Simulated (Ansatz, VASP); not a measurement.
## C: VASP beside Ansatz

INCAR

```
ALGO     = Normal         # electronic algorithm
EDIFF    = 1E-6           # SCF threshold, eV
ENCUT    = 600            # plane-wave cutoff, eV
GGA      = PE             # functional
GGA_COMPAT= False        
ISIF     = 2              # what is computed and relaxed
ISMEAR   = 0              # smearing method
LASPH    = True           # aspherical terms in the spheres
LCHARG   = False          # write CHGCAR
LREAL    = False          # projectors in reciprocal space
LWAVE    = False          # write WAVECAR
NBANDS   = 16             # bands
NELM     = 120            # most SCF steps
PREC     = Accurate       # precision mode
SIGMA    = 0.2            # smearing width, eV
```

The input KPOINTS:

```
k-points
0
Gamma
  8 6 4
```

POSCAR

```
C
1.0
    0.0000000000      0.0000000000     -2.5645894454
    2.1905557718     -3.7941538935      0.0000000000
   -6.5716673152     -3.7941538935      0.0000000000
C
4
Direct
    0.0000000000      0.0000000000      0.0000000000
    0.5000000000      0.0000000000      0.0000000000
    0.0000000000      0.5000000000      0.5000000000
    0.5000000000      0.5000000000      0.5000000000
```

Input for Ansatz:

```yaml
crystal:
  lattice:
    - [0.0, 0.0, -2.5645894454]
    - [2.1905557718, -3.7941538935, 0.0]
    - [-6.5716673152, -3.7941538935, 0.0]
  atoms:
    - { symbol: C, position: [0.0, 0.0, 0.0] }
    - { symbol: C, position: [0.5, 0.0, 0.0] }
    - { symbol: C, position: [0.0, 0.5, 0.5] }
    - { symbol: C, position: [0.5, 0.5, 0.5] }
basis:
  ecutwfc: 420
kpoints:
  mp_grid: { grid: [8, 6, 4] }
hamiltonian:
  xc: pbe
scf:
  occupations: { method: gaussian, width: 0.2 }
  lower_state_search: "off"
output:
  forces: true
  stress: true
  eigenvalues: true
```

Alike in both runs: task single point; functional PBE; k mesh 8 × 6 × 4; occupations gaussian, width 0.2 eV; no spin polarisation.

|  | VASP | Ansatz |
| --- | --- | --- |
| version | VASP 6.6.1 | Ansatz 0.2.0 |
| potentials or method | VASP PAW PBE potentials, release 64 (C), cutoff 600 eV | scalar-relativistic, plane waves, PAW |
| valence electrons in the cell | 16 | 16 |

Ansatz gave:

* gap on the k mesh at the Fermi level (eV): none
* pressure (GPa): 0.5
* traceless stress, the component that is largest in VASP (GPa): 1.77

Q: Which values does VASP return?

A: gap on the k mesh at the Fermi level (eV): none; pressure (GPa): 0.2; traceless stress, the component that is largest in VASP (GPa): 1.55.

A gap of «none» marks a metal or a gap that the smearing closes.
